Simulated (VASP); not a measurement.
# K (Pm-3m) in VASP: single point with PBE

Aim: the single point of K with PBE.

Program: VASP 6.6.1. These are calculated values, not measurements. Logs are shortened: lines on timing, memory, paths and dates and some standing lists are left out, and cuts for length are marked.

## (1) The cell of the first run

The structure is cubic, space group Pm-3m (No. 221). The conventional cell has a = 4.305 Å, b = 4.305 Å, c = 4.305 Å, α = 90.00°, β = 90.00°, γ = 90.00°. Within 5.6 Å of K (site symmetry m-3m) lie 6 K at 4.31 Å.

## (2) Single point, PBE

The input, INCAR:

```
ALGO     = Normal         # electronic algorithm
EDIFF    = 1E-6           # SCF threshold, eV
ENCUT    = 520            # plane-wave cutoff, eV
GGA      = PE             # functional
ISIF     = 2              # what is computed and relaxed
ISMEAR   = -1             # smearing method
LASPH    = T              # aspherical terms in the spheres
LCHARG   = F              # write CHGCAR
LREAL    = F              # projectors in reciprocal space
LWAVE    = F              # write WAVECAR
NBANDS   = 10             # bands
NELM     = 80             # most SCF steps
PREC     = Accurate       # precision mode
SIGMA    = 0.13605693000000002 # smearing width, eV
```

The input, KPOINTS:

```
k-points
0
Gamma
  8 8 8
```

The input, POSCAR:

```
K
1.0
    4.3054015407      0.0000000000      0.0000000000
    0.0000000000      4.3054015407      0.0000000000
    0.0000000000      0.0000000000      4.3054015407
K
1
Direct
    0.0000000000      0.0000000000      0.0000000000
```

Potentials or basis: VASP PAW PBE potentials, release 64 (K_sv).

Launch:

```
> cat potpaw_PBE.64/K_sv/POTCAR > POTCAR
> mpirun -np 1 vasp_std > vasp.out
```

OUTCAR:

```text
EDIFF = 1E-6
   ENCUT = 520
   GGA = PE
   ISIF = 2
   ISMEAR = -1
   LASPH = T
   LREAL = F
   NELM = 80
   PREC = Accurate

 ion  position               nearest neighbor table
   1  0.000  0.000  0.000-

  LATTYP: Found a simple cubic cell.
 ALAT       =     4.3054015407

  Lattice vectors:

 A1 = (   4.3054015407,   0.0000000000,   0.0000000000)
 A2 = (   0.0000000000,   4.3054015407,   0.0000000000)
 A3 = (   0.0000000000,   0.0000000000,   4.3054015407)

Analysis of symmetry for initial positions (statically):
=====================================================================
 Subroutine PRICEL returns:
 Original cell was already a primitive cell.

 Routine SETGRP: Setting up the symmetry group for a
 simple cubic supercell.

 Subroutine GETGRP returns: Found 48 space group operations
 (whereof 48 operations were pure point group operations)
 out of a pool of 48 trial point group operations.

The static configuration has the point symmetry O_h .

Analysis of symmetry for dynamics (positions and initial velocities):
=====================================================================
 Subroutine PRICEL returns:
 Original cell was already a primitive cell.

 Routine SETGRP: Setting up the symmetry group for a
 simple cubic supercell.

 Subroutine GETGRP returns: Found 48 space group operations
 (whereof 48 operations were pure point group operations)
 out of a pool of 48 trial point group operations.

The dynamic configuration has the point symmetry O_h .

 Subroutine INISYM returns: Found 48 space group operations
 (whereof 48 operations are pure point group operations),
 and found     1 'primitive' translations

----------------------------------------------------------------------------------------

                                     Primitive cell

  volume of cell :      79.8070

  direct lattice vectors                    reciprocal lattice vectors
     4.305401541  0.000000000  0.000000000     0.232266373  0.000000000  0.000000000
     0.000000000  4.305401541  0.000000000     0.000000000  0.232266373  0.000000000
     0.000000000  0.000000000  4.305401541     0.000000000  0.000000000  0.232266373

  length of vectors
     4.305401541  4.305401541  4.305401541     0.232266373  0.232266373  0.232266373

  position of ions in fractional coordinates (direct lattice)
     0.000000000  0.000000000  0.000000000

  ion indices of the primitive-cell ions
   primitive index   ion index
                 1           1

----------------------------------------------------------------------------------------

 KPOINTS: k-points

Automatic generation of k-mesh.
 Grid dimensions read from file:
 generate k-points for:    8    8    8

 Generating k-lattice:

  Cartesian coordinates                     Fractional coordinates (reciprocal lattice)
     0.029033297  0.000000000  0.000000000     0.125000000  0.000000000  0.000000000
     0.000000000  0.029033297  0.000000000     0.000000000  0.125000000  0.000000000
     0.000000000  0.000000000  0.029033297     0.000000000  0.000000000  0.125000000

  Length of vectors
     0.029033297  0.029033297  0.029033297

  Shift w.r.t. Gamma in fractional coordinates (k-lattice)
     0.000000000  0.000000000  0.000000000

 Subroutine IBZKPT returns following result:
 ===========================================

 Found     35 irreducible k-points:

 Following reciprocal coordinates:
            Coordinates               Weight
  0.000000  0.000000  0.000000      1.000000
  0.125000  0.000000  0.000000      6.000000
  0.250000  0.000000  0.000000      6.000000
  0.375000  0.000000  0.000000      6.000000
  0.500000  0.000000  0.000000      3.000000
  0.125000  0.125000  0.000000     12.000000
[... 16 lines left out ...]
  0.375000  0.375000  0.125000     24.000000
  0.500000  0.375000  0.125000     24.000000
 [... further k-points ...]
   k-points           NKPTS =     35   k-points in BZ     NKDIM =     35   number of bands    NBANDS=     10
   number of dos      NEDOS =    301   number of ions     NIONS =      1
   total plane-waves  NPLWV =  32768
   dimension x,y,z NGX =    32 NGY =   32 NGZ =   32
   dimension x,y,z NGXF=    64 NGYF=   64 NGZF=   64
   ions per type =               1
   NGX,Y,Z   is equivalent  to a cutoff of  12.36, 12.36, 12.36 a.u.
   NGXF,Y,Z  is equivalent  to a cutoff of  24.71, 24.71, 24.71 a.u.
 SYSTEM =  unknown system
   PREC   = accura    normal or accurate (medium, high low for compatibility)
   ISTART =      0    job   : 0-new  1-cont  2-samecut
   ICHARG =      2    charge: 1-file 2-atom 10-const
   ISPIN  =      1    spin polarized calculation?
   LNONCOLLINEAR =      F non collinear calculations
   LSORBIT =      F    spin-orbit coupling
   LASPH  =      T    aspherical Exc in radial PAW
   ENCUT  =  520.0 eV  38.22 Ry    6.18 a.u.   8.01  8.01  8.01*2*pi/ulx,y,z
   NELM   =     80;   NELMIN=  2; NELMDL= -5     # of ELM steps
   EDIFF  = 0.1E-05   stopping-criterion for ELM
   LREAL  =      F    real-space projection
   EDIFFG = 0.1E-04   stopping-criterion for IOM
   NSW    =      0    number of steps for IOM
   IBRION =     -1    ionic relax: 0-MD 1-quasi-New 2-CG
   NFREE  =      0    steps in history (QN), initial steepest desc. (CG)
   ISIF   =      2    stress and relaxation
   ISYM   =      2    0-nonsym 1-usesym 2-fastsym
   POTIM  = 0.5000    time-step for ionic-motion
   TEBEG  =    0.0;   TEEND  =   0.0 temperature during run
   PSTRESS=    0.0 pullay stress
   NELECT =       9.0000    total number of electrons
   NUPDOWN=      -1.0000    fix difference up-down
   EMIN   =  10.00;   EMAX   =-10.00  energy-range for DOS
   EFERMI =   0.00;   METHOD = LEGACY
   ISMEAR =    -1;   SIGMA  =   0.14  broadening in eV -4-tet -1-fermi 0-gaus
   EFERMI_NEDOS =   21; number of points for ismear=-14 and -15
   IALGO  =     38    algorithm
   IMIX   =      4    mixing-type and parameters
     AMIX     =   0.40;   BMIX     =  1.00
     AMIX_MAG =   1.60;   BMIX_MAG =  1.00
  volume/ion in A,a.u.               =      79.81       538.56
  Fermi-wavevector in a.u.,A,eV,Ry     =   0.790937  1.494655  8.511555  0.625582
  Thomas-Fermi vector in A             =   1.896378
   LORBIT       =      0    0 simple, 1 ext, 2 COOP (PROOUT), +10 PAW based schemes
   GGA     = PE    functional components
   LHFCALC =     F    Hartree Fock is set to
   AEXX    =    0.0000 exact exchange contribution
   IVDW    =     0    specifies the selected vdW correction
   LEPSILON=     F    determine dielectric tensor
   LRPA    =     F    only Hartree local field effects (RPA)
 non-spin polarized calculation
  energy-cutoff  :      520.00
  volume of cell :       79.81
 maximum number of plane-waves:      2176
   NGX = 17   NGY = 17   NGZ = 17

 number of electron       9.0000002 magnetization

 Free energy of the ion-electron system (eV)
  ---------------------------------------------------
  ext. energy  EPLUGINS =         0.00000000
  ---------------------------------------------------
  free energy    TOTEN  =        -0.96765299 eV

  energy without entropy =       -0.92079502  energy(sigma->0) =       -0.94422400

 E-fermi :  -0.2599     XC(G=0):  -5.4485

 val. band max:       -0.3099872360   @ k =   0.5000   0.0000   0.0000
 cond. band min:      -0.1516239267   @ k =   0.5000   0.1250   0.0000
 fundamental gap:      0.1583633093
 Fermi energy:        -0.2598968559

 k-point     1 :       0.0000    0.0000    0.0000
  band No.  band energies     occupation
      1     -32.6062      2.00000
      2     -16.0475      2.00000
      3     -16.0475      2.00000
      4     -16.0475      2.00000
      5      -2.3160      2.00000
      6       2.6274      0.00000
      7       2.6274      0.00000
      8       5.8817      0.00000
      9       5.8840      0.00000
     10       5.8866      0.00000

 k-point     2 :       0.1250    0.0000    0.0000
  band No.  band energies     occupation
      1     -32.6056      2.00000
      2     -16.0600      2.00000
      3     -16.0464      2.00000
      4     -16.0464      2.00000
      5      -2.1716      2.00000
      6       2.4649      0.00000
      7       2.6993      0.00000
      8       5.3287      0.00000
      9       5.3288      0.00000
     10       5.5798      0.00000

 k-point     3 :       0.2500    0.0000    0.0000
  band No.  band energies     occupation
      1     -32.6041      2.00000
      2     -16.0898      2.00000
      3     -16.0439      2.00000
      4     -16.0439      2.00000
      5      -1.7496      1.99996
      6       1.8216      0.00000
      7       2.8916      0.00000
      8       4.8222      0.00000
      9       4.8222      0.00000
     10       5.4207      0.00000

 k-point     4 :       0.3750    0.0000    0.0000
  band No.  band energies     occupation
      1     -32.6027      2.00000
      2     -16.1194      2.00000
      3     -16.0414      2.00000
      4     -16.0414      2.00000
      5      -1.0806      1.99521
      6       0.8282      0.00067
      7       3.1205      0.00000
      8       4.4949      0.00000
      9       4.4949      0.00000
     10       5.9519      0.00000
[... 222 lines left out ...]
 k-point    22 :       0.5000    0.2500    0.1250
  band No.  band energies     occupation
      1     -32.5994      2.00000
      2     -16.1249      2.00000
      3     -16.0798      2.00000
      4     -16.0487      2.00000
      5       0.3320      0.02547
      6       0.4526      0.01058
      7       3.0919      0.00000
      8       3.2589      0.00000
      9       4.3850      0.00000
     10       4.8312      0.00000

 k-point    23 :       0.3750    0.3750    0.1250
  band No.  band energies     occupation
      1     -32.5986      2.00000
      2     -16.1100      2.00000
      3     -16.1091      2.00000
      4     -16.0472      2.00000
      5       0.1416      0.09936
      6       1.6946      0.00000
      7       2.0028      0.00000
      8       3.2359      0.00000
      9       4.4007      0.00000
     10       4.7301      0.00000

 k-point    24 :       0.5000    0.3750    0.1250
  band No.  band energies     occupation
      1     -32.5980      2.00000
      2     -16.1213      2.00000
      3     -16.1081      2.00000
      4     -16.0461      2.00000
      5       0.7070      0.00164
      6       1.1337      0.00007
      7       2.3308      0.00000
      8       2.7740      0.00000
      9       4.5779      0.00000
     10       4.6656      0.00000

 [... further k-points ...]
[... 5 lines left out ...]
  --------------------------------------------------------------------------------------
  -------------------------------------------------------------------------------------
  Total       -0.0073572     -0.0073572     -0.0073572      0.0000000     -0.0000000     -0.0000000
  in kB       -0.1476996     -0.1476996     -0.1476996      0.0000000     -0.0000000     -0.0000000
  external PRESSURE =      -0.1476996 kB  Pullay stress =       0.0000000 kB

 VOLUME and BASIS-vectors are now :
 -----------------------------------------------------------------------------
  energy-cutoff  :      520.00
  volume of cell :       79.81
      direct lattice vectors                 reciprocal lattice vectors
     4.305401541  0.000000000  0.000000000     0.232266373  0.000000000  0.000000000
     0.000000000  4.305401541  0.000000000     0.000000000  0.232266373  0.000000000
     0.000000000  0.000000000  4.305401541     0.000000000  0.000000000  0.232266373

 POSITION                                       TOTAL-FORCE (eV/Angst)
 -----------------------------------------------------------------------------------
      0.00000      0.00000      0.00000         0.000000      0.000000      0.000000
 -----------------------------------------------------------------------------------
    total drift:                                0.000000      0.000000      0.000000

  FREE ENERGIE OF THE ION-ELECTRON SYSTEM (eV)
  ---------------------------------------------------
  free  energy   TOTEN  =        -0.9676529883 eV

  energy  without entropy=       -0.9207950185  energy(sigma->0) =       -0.94422400
```

Wall time 17 s (1 thread of Intel Xeon Platinum 8375C at 2.90GHz (Ice Lake), shared host); peak memory 0.17 GiB.

What came out:

```yaml
Free_energy: -0.9677 eV
Pressure: 0.0 GPa
```
